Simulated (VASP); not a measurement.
# Ga2S in VASP: single point with PBE

Aim: the single point of Ga2S with PBE.

Program: VASP 6.6.1. These are calculated values, not measurements. Logs are shortened: lines on timing, memory, paths and dates and some standing lists are left out, and cuts for length are marked.

## (1) The cell of the first run

The typed cell holds 3 atoms: a = 6.439 Å, b = 6.439 Å, c = 6.439 Å, α = 34.75°, β = 34.75°, γ = 34.75°.

The cell was generated, and may not be a known phase.

## (2) Single point, PBE

Input file INCAR:

```
ALGO = Normal
EDIFF = 1E-6
ENCUT = 500
GGA = PE
GGA_COMPAT = False
ISIF = 2
ISMEAR = 0
LASPH = True
LCHARG = False
LREAL = False
LWAVE = False
NBANDS = 23
NELM = 120
PREC = Accurate
SIGMA = 0.15
```

Input file KPOINTS:

```
k-points
0
Gamma
  4 4 4
```

Input file POSCAR:

```
Ga2S
1.0
    1.9226067297      1.1100175151      6.0441138892
   -1.9226067297      1.1100175151      6.0441138892
    0.0000000000     -2.2200350237      6.0441138903
Ga S
2 1
Direct
    0.0350845087      0.0350845087      0.0350845087
    0.8667813868      0.8667813868      0.8667813868
    0.4509494845      0.4509494845      0.4509494845
```

Potentials or basis: VASP PAW PBE potentials, release 64 (Ga_d, S).

Run with:

```bash
$ cat potpaw_PBE.64/Ga_d/POTCAR potpaw_PBE.64/S/POTCAR > POTCAR
$ mpirun -np 1 vasp_std > vasp.out
```

OUTCAR:

```text
EDIFF = 1E-6
   ENCUT = 500
   GGA = PE
   ISIF = 2
   ISMEAR = 0
   LASPH = True
   LREAL = False
   NELM = 120
   PREC = Accurate

 ion  position               nearest neighbor table
   1  0.035  0.035  0.035-   3 2.68   3 2.68   3 2.68
   2  0.867  0.867  0.867-   3 2.68   3 2.68   3 2.68
   3  0.451  0.451  0.451-   2 2.68   2 2.68   2 2.68   1 2.68   1 2.68   1 2.68

  LATTYP: Found a trigonal (rhomboedric) cell.
 ALAT       =     6.4389337803
 COS(alpha) =     0.8216870050

  Lattice vectors:

 A1 = (   1.9226067297,   1.1100175151,   6.0441138892)
 A2 = (  -1.9226067297,   1.1100175151,   6.0441138892)
 A3 = (   0.0000000000,  -2.2200350237,   6.0441138903)

Analysis of symmetry for initial positions (statically):
=====================================================================
 Subroutine PRICEL returns:
 Original cell was already a primitive cell.

 Routine SETGRP: Setting up the symmetry group for a
 trigonal (rhombohedral) supercell.

 Subroutine GETGRP returns: Found  6 space group operations
 (whereof  6 operations were pure point group operations)
 out of a pool of 12 trial point group operations.

The static configuration has the point symmetry C_3v.

Analysis of symmetry for dynamics (positions and initial velocities):
=====================================================================
 Subroutine PRICEL returns:
 Original cell was already a primitive cell.

 Routine SETGRP: Setting up the symmetry group for a
 trigonal (rhombohedral) supercell.

 Subroutine GETGRP returns: Found  6 space group operations
 (whereof  6 operations were pure point group operations)
 out of a pool of 12 trial point group operations.

The dynamic configuration has the point symmetry C_3v.

 Subroutine INISYM returns: Found  6 space group operations
 (whereof  6 operations are pure point group operations),
 and found     1 'primitive' translations

----------------------------------------------------------------------------------------

                                     Primitive cell

  volume of cell :      77.3934

  direct lattice vectors                    reciprocal lattice vectors
     1.922606730  1.110017515  6.044113889     0.260063586  0.150147781  0.055150075
    -1.922606730  1.110017515  6.044113889    -0.260063586  0.150147781  0.055150075
     0.000000000 -2.220035024  6.044113890     0.000000000 -0.300295562  0.055150075

  length of vectors
     6.438933780  6.438933780  6.438933780     0.305317794  0.305317794  0.305317794

  position of ions in fractional coordinates (direct lattice)
     0.035084509  0.035084509  0.035084509
     0.866781387  0.866781387  0.866781387
     0.450949485  0.450949485  0.450949485

  ion indices of the primitive-cell ions
   primitive index   ion index
                 1           1
                 2           2
                 3           3

----------------------------------------------------------------------------------------

 KPOINTS: k-points

Automatic generation of k-mesh.
 Grid dimensions read from file:
 generate k-points for:    4    4    4

 Generating k-lattice:

  Cartesian coordinates                     Fractional coordinates (reciprocal lattice)
     0.065015896  0.037536945  0.013787519     0.250000000  0.000000000  0.000000000
    -0.065015896  0.037536945  0.013787519     0.000000000  0.250000000  0.000000000
     0.000000000 -0.075073891  0.013787519     0.000000000  0.000000000  0.250000000

  Length of vectors
     0.076329449  0.076329449  0.076329449

  Shift w.r.t. Gamma in fractional coordinates (k-lattice)
     0.000000000  0.000000000  0.000000000

 Subroutine IBZKPT returns following result:
 ===========================================

 Found     13 irreducible k-points:

 Following reciprocal coordinates:
            Coordinates               Weight
  0.000000  0.000000  0.000000      1.000000
  0.250000  0.000000  0.000000      6.000000
  0.500000  0.000000  0.000000      3.000000
  0.250000  0.250000  0.000000      6.000000
  0.500000  0.250000  0.000000     12.000000
 -0.250000  0.250000  0.000000      6.000000
  0.500000  0.500000  0.000000      3.000000
  0.250000  0.250000  0.250000      2.000000
  0.500000  0.250000  0.250000      6.000000
 -0.250000  0.250000  0.250000      6.000000
  0.500000  0.500000  0.250000      6.000000
 -0.250000  0.500000  0.250000      6.000000
  0.500000  0.500000  0.500000      1.000000
   k-points           NKPTS =     13   k-points in BZ     NKDIM =     13   number of bands    NBANDS=     23
   number of dos      NEDOS =    301   number of ions     NIONS =      3
   total plane-waves  NPLWV = 110592
   dimension x,y,z NGX =    48 NGY =   48 NGZ =   48
   dimension x,y,z NGXF=    96 NGYF=   96 NGZF=   96
   ions per type =               2   1
   NGX,Y,Z   is equivalent  to a cutoff of  12.39, 12.39, 12.39 a.u.
   NGXF,Y,Z  is equivalent  to a cutoff of  24.79, 24.79, 24.79 a.u.
 SYSTEM =  unknown system
   PREC   = accura    normal or accurate (medium, high low for compatibility)
   ISTART =      0    job   : 0-new  1-cont  2-samecut
   ICHARG =      2    charge: 1-file 2-atom 10-const
   ISPIN  =      1    spin polarized calculation?
   LNONCOLLINEAR =      F non collinear calculations
   LSORBIT =      F    spin-orbit coupling
   LASPH  =      T    aspherical Exc in radial PAW
   ENCUT  =  500.0 eV  36.75 Ry    6.06 a.u.  11.74 11.74 11.74*2*pi/ulx,y,z
   NELM   =    120;   NELMIN=  2; NELMDL= -5     # of ELM steps
   EDIFF  = 0.1E-05   stopping-criterion for ELM
   LREAL  =      F    real-space projection
   EDIFFG = 0.1E-04   stopping-criterion for IOM
   NSW    =      0    number of steps for IOM
   IBRION =     -1    ionic relax: 0-MD 1-quasi-New 2-CG
   NFREE  =      0    steps in history (QN), initial steepest desc. (CG)
   ISIF   =      2    stress and relaxation
   ISYM   =      2    0-nonsym 1-usesym 2-fastsym
   POTIM  = 0.5000    time-step for ionic-motion
   TEBEG  =    0.0;   TEEND  =   0.0 temperature during run
   PSTRESS=    0.0 pullay stress
   NELECT =      32.0000    total number of electrons
   NUPDOWN=      -1.0000    fix difference up-down
   EMIN   =  10.00;   EMAX   =-10.00  energy-range for DOS
   EFERMI =   0.00;   METHOD = LEGACY
   ISMEAR =     0;   SIGMA  =   0.15  broadening in eV -4-tet -1-fermi 0-gaus
   EFERMI_NEDOS =   21; number of points for ismear=-14 and -15
   IALGO  =     38    algorithm
   IMIX   =      4    mixing-type and parameters
     AMIX     =   0.40;   BMIX     =  1.00
     AMIX_MAG =   1.60;   BMIX_MAG =  1.00
  volume/ion in A,a.u.               =      25.80       174.09
  Fermi-wavevector in a.u.,A,eV,Ry     =   1.219617  2.304742 20.238195  1.487465
  Thomas-Fermi vector in A             =   2.354863
   LORBIT       =      0    0 simple, 1 ext, 2 COOP (PROOUT), +10 PAW based schemes
   GGA     = PE    functional components
   LHFCALC =     F    Hartree Fock is set to
   AEXX    =    0.0000 exact exchange contribution
   IVDW    =     0    specifies the selected vdW correction
   LEPSILON=     F    determine dielectric tensor
   LRPA    =     F    only Hartree local field effects (RPA)
 non-spin polarized calculation
 Gauss-broadening in eV      SIGMA  =   0.15
  energy-cutoff  :      500.00
  volume of cell :       77.39
 maximum number of plane-waves:      1978
 NGX is ok and might be reduce to    48
   NGX = 23   NGY = 23   NGZ = 23

 number of electron      32.0000001 magnetization

 Free energy of the ion-electron system (eV)
  ---------------------------------------------------
  ext. energy  EPLUGINS =         0.00000000
  ---------------------------------------------------
  free energy    TOTEN  =       -10.33629400 eV

  energy without entropy =      -10.33069952  energy(sigma->0) =      -10.33349676

 E-fermi :   3.3585     XC(G=0):  -8.9347

 val. band max:        2.9350225028   @ k =   0.5000   0.0000   0.0000
 cond. band min:       3.4714904048   @ k =  -0.2500   0.2500   0.2500
 fundamental gap:      0.5364679019
 Fermi energy:         3.3585344247

 k-point     1 :       0.0000    0.0000    0.0000
  band No.  band energies     occupation
      1     -11.5039      2.00000
      2     -11.4982      2.00000
      3     -11.4982      2.00000
      4     -11.4835      2.00000
      5     -11.4835      2.00000
      6     -11.4558      2.00000
[... 15 lines left out ...]
     22       9.5863      0.00000
     23      11.1487      0.00000

 k-point     2 :       0.2500    0.0000    0.0000
  band No.  band energies     occupation
      1     -11.6019      2.00000
      2     -11.5001      2.00000
      3     -11.4872      2.00000
      4     -11.4852      2.00000
      5     -11.4735      2.00000
      6     -11.4693      2.00000
[... 15 lines left out ...]
     22       9.9063      0.00000
     23      10.6832      0.00000

 k-point     3 :       0.5000    0.0000    0.0000
  band No.  band energies     occupation
      1     -11.6664      2.00000
      2     -11.5016      2.00000
      3     -11.4862      2.00000
      4     -11.4849      2.00000
      5     -11.4690      2.00000
      6     -11.4664      2.00000
[... 15 lines left out ...]
     22      10.0215      0.00000
     23      10.9190      0.00000

 k-point     4 :       0.2500    0.2500    0.0000
  band No.  band energies     occupation
      1     -11.5954      2.00000
      2     -11.5013      2.00000
      3     -11.4928      2.00000
      4     -11.4864      2.00000
      5     -11.4690      2.00000
      6     -11.4685      2.00000
[... 15 lines left out ...]
     22       9.5729      0.00000
     23      10.5151      0.00000

 k-point     5 :       0.5000    0.2500    0.0000
  band No.  band energies     occupation
      1     -11.6554      2.00000
      2     -11.4962      2.00000
      3     -11.4890      2.00000
      4     -11.4829      2.00000
      5     -11.4758      2.00000
      6     -11.4686      2.00000
[... 148 lines left out ...]
 k-point    11 :       0.5000    0.5000    0.2500
  band No.  band energies     occupation
      1     -11.5891      2.00000
      2     -11.5040      2.00000
      3     -11.4922      2.00000
      4     -11.4856      2.00000
      5     -11.4763      2.00000
      6     -11.4728      2.00000
[... 15 lines left out ...]
     22       8.7824      0.00000
     23      10.1122      0.00000

 k-point    12 :      -0.2500    0.5000    0.2500
  band No.  band energies     occupation
      1     -11.6516      2.00000
      2     -11.5030      2.00000
      3     -11.4866      2.00000
      4     -11.4840      2.00000
      5     -11.4777      2.00000
      6     -11.4624      2.00000
[... 15 lines left out ...]
     22       9.0002      0.00000
     23      11.4783      0.00000

 k-point    13 :       0.5000    0.5000    0.5000
  band No.  band energies     occupation
      1     -11.5074      2.00000
      2     -11.4975      2.00000
      3     -11.4975      2.00000
      4     -11.4792      2.00000
      5     -11.4792      2.00000
      6     -11.4770      2.00000
[... 15 lines left out ...]
     22      10.0434      0.00000
     23      11.5741      0.00000

------------------------ aborting loop because EDIFF is reached ----------------------------------------

  FORCE on cell =-STRESS in cart. coord.  units (eV):
  Direction    XX          YY          ZZ          XY          YZ          ZX
  --------------------------------------------------------------------------------------
  -------------------------------------------------------------------------------------
  Total       -0.0580872     -0.0580872     -0.0401636      0.0000000      0.0000000      0.0000000
  in kB       -1.2025055     -1.2025055     -0.8314561      0.0000000      0.0000000      0.0000000
  external PRESSURE =      -1.0788224 kB  Pullay stress =       0.0000000 kB

 VOLUME and BASIS-vectors are now :
 -----------------------------------------------------------------------------
  energy-cutoff  :      500.00
  volume of cell :       77.39
      direct lattice vectors                 reciprocal lattice vectors
     1.922606730  1.110017515  6.044113889     0.260063586  0.150147781  0.055150075
    -1.922606730  1.110017515  6.044113889    -0.260063586  0.150147781  0.055150075
     0.000000000 -2.220035024  6.044113890     0.000000000 -0.300295562  0.055150075

 POSITION                                       TOTAL-FORCE (eV/Angst)
 -----------------------------------------------------------------------------------
      0.00000      0.00000      0.63616         0.000000      0.000000      0.015629
      0.00000      0.00000     15.71678         0.000000     -0.000000     -0.014721
      0.00000      0.00000      8.17677         0.000000     -0.000000     -0.000909
 -----------------------------------------------------------------------------------
    total drift:                               -0.000000      0.000000      0.000081

  FREE ENERGIE OF THE ION-ELECTRON SYSTEM (eV)
  ---------------------------------------------------
  free  energy   TOTEN  =       -10.3362940001 eV

  energy  without entropy=      -10.3306995185  energy(sigma->0) =      -10.33349676
```

Wall time 50 s (1 thread of AMD EPYC 7R13, shared host); peak memory 0.31 GiB.

What came out:

- Free energy: -10.3363 eV
- Pressure: -0.1 GPa
- Largest force: 0.016 eV/Å
- Band gap on the k mesh: zero (bands 16 and 17 overlap by 1.14 eV)

Forces on the atoms (eV/Å):
```
Ga   0.000  0.000  0.016
Ga   0.000  0.000 -0.015
S    0.000  0.000 -0.001
```

Caveat: the k points lie up to 0.48 Å⁻¹ apart, too coarse for converged energies and pressures of a metal.

The gap in the log of VASP goes by the Fermi energy; the results here count the filled bands.